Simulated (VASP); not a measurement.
## SiC20: single point with PBE+D3(BJ)

The system is SiC20, a slab with vacuum.

```
CELL_PARAMETERS angstrom
4.93005 0.00000 0.00000
-1.23251 7.07369 0.00000
0.00000 0.00000 22.12935
ATOMIC_POSITIONS crystal
C 0.38582 0.54327 0.18076
C 0.88582 0.54327 0.18076
C 0.27220 0.08881 0.22674
C 0.77220 0.08881 0.22674
C 0.40100 0.60398 0.24207
C 0.90100 0.60398 0.24207
C 0.02979 0.11916 0.25740
C 0.52979 0.11916 0.25740
C 0.15859 0.63434 0.27273
C 0.65859 0.63434 0.27273
C 0.04611 0.18443 0.31991
C 0.54611 0.18443 0.31991
C 0.15376 0.61504 0.33682
C 0.65376 0.61504 0.33682
C 0.30848 0.23391 0.34806
C 0.80848 0.23391 0.34806
C 0.38806 0.55223 0.36300
C 0.88806 0.55223 0.36300
C 0.34455 0.37820 0.39447
C 0.84455 0.37820 0.39447
Si 0.34455 0.12820 0.53455
```

```yaml
Program: VASP 6.6.1
Task: single point
Functional: PBE
Dispersion: D3(BJ)
Potentials_or_basis: VASP PAW PBE potentials, release 64 (C, Si)
Cutoff: 520 eV
k_mesh: 6 × 4 × 1
Occupations: gaussian, width 0.1 eV
Spin: no spin polarisation
```

```json
{
 "Largest force": "2.555 eV/Å",
 "Band gap on the k mesh": "zero (bands 42 and 43 overlap by 0.09 eV)",
 "Dispersion energy per atom": "-0.111 eV"
}
```

Forces on the atoms (eV/Å):
```
C    0.002  0.340  1.404
C    0.004  0.360  1.437
C    0.013  0.512  1.802
C   -0.026  0.534  1.795
C    0.000  0.580 -2.426
C   -0.002  0.555 -2.494
C    0.011 -0.812 -1.647
C   -0.013 -0.819 -1.618
C   -0.005 -0.627  0.730
C    0.006 -0.617  0.727
C    0.048 -0.018 -0.018
C   -0.037 -0.009 -0.007
C    0.052 -0.051 -0.003
C   -0.060 -0.037 -0.012
C    0.003 -0.141 -0.142
C   -0.012 -0.005  0.024
C    0.033  0.319  0.061
C   -0.034  0.049  0.125
C   -0.029 -0.357  0.682
C    0.057 -0.066  0.102
Si  -0.011  0.310 -0.523
```

Levels at points of the mesh, in eV from the Fermi level:
```tsv
k point	band 39	band 40	band 41	band 42	band 43	band 44	band 45	band 46
(0.00, 0.00, 0.00)	-1.05	-0.80	-0.35	-0.02	-0.02	0.09	0.65	0.68
(0.50, 0.00, 0.00)	-1.44	-0.28	-0.12	-0.09	0.15	0.27	0.41	0.41
(0.00, 0.50, 0.00)	-1.05	-0.80	-0.35	-0.12	-0.07	0.12	0.66	0.68
(0.50, 0.50, 0.00)	-1.42	-0.28	-0.08	-0.04	0.12	0.27	0.41	0.41
```

Wall time 28 min on 1 thread of Intel Xeon 8259CL (shared host), peak memory 0.89 GiB.
